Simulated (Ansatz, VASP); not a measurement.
**Hg in VASP and in Ansatz**

INCAR

```
ALGO     = Fast           # electronic algorithm
EDIFF    = 1E-7           # SCF threshold, eV
ENCUT    = 520            # plane-wave cutoff, eV
GGA      = PE             # functional
ISIF     = 2              # what is computed and relaxed
ISMEAR   = 1              # smearing method
LASPH    = T              # aspherical terms in the spheres
LCHARG   = F              # write CHGCAR
LREAL    = F              # projectors in reciprocal space
LWAVE    = F              # write WAVECAR
NBANDS   = 25             # bands
NELM     = 100            # most SCF steps
PREC     = Accurate       # precision mode
SIGMA    = 0.1            # smearing width, eV
```

File KPOINTS:

```
k-points
0
Gamma
  3 3 2
```

File POSCAR:

```
Hg
1.0
    4.5400020208      0.0000000000      0.0000000000
   -2.2700010104      3.9317570832      0.0000000000
    0.0000000000      0.0000000000      3.8700000000
Hg
3
Direct
    0.3333333333      0.6666666667      0.5000000000
    0.0000000000      0.0000000000      0.0000000000
    0.6666666667      0.3333333333      0.5000000000
```

Input for Ansatz:

```yaml
crystal:
  lattice:
    - [4.5400020208, 0.0, 0.0]
    - [-2.2700010104, 3.9317570832, 0.0]
    - [0.0, 0.0, 3.87]
  atoms:
    - { symbol: Hg, position: [0.3333333333, 0.6666666667, 0.5] }
    - { symbol: Hg, position: [0.0, 0.0, 0.0] }
    - { symbol: Hg, position: [0.6666666667, 0.3333333333, 0.5] }
basis:
  ecutwfc: "19 Ha"
kpoints:
  mp_grid: { grid: [3, 3, 2] }
  band_path: { path: [[0, 0, 0], [0.5, 0, 0], [0.5, 0.5, 0.5]], npoints: 4 }
hamiltonian:
  xc: pbe
scf:
  occupations: { method: methfessel_paxton }
  mixing: { q_tf: 0.44 }
  initial_density: { chi_scale: 0, normalization: atom }
  max_iter: 58
output:
  forces: true
  stress: true
  eigenvalues: true
```

Alike in both runs: task single point; functional PBE; k mesh 3 × 3 × 2; no spin polarisation.

```csv
,VASP,Ansatz
version,VASP 6.6.1,Ansatz 0.2.0
potentials or method,"VASP PAW PBE potentials, release 64 (Hg), cutoff 520 eV","scalar-relativistic, plane waves, PAW"
occupations,"methfessel-paxton of order 1, width 0.1 eV",methfessel-paxton of order 1
valence electrons in the cell,36,60
```

```csv
,VASP,Ansatz,Ansatz less VASP
gap on the k mesh at the Fermi level (eV),none,none,-
pressure (GPa),10.4,9.7,-0.76
"traceless stress, the component that is largest in VASP (GPa)",-10.86,-10.31,+0.549
```

A gap of «none» marks a metal or a gap that the smearing closes. VASP's potentials hold 36 valence electrons a cell and Ansatz's 60, so a difference there can come from the potentials and not from the codes.

The k mesh is coarse, so the values compare programs but aren't converged. Neither program's run includes spin-orbit coupling.
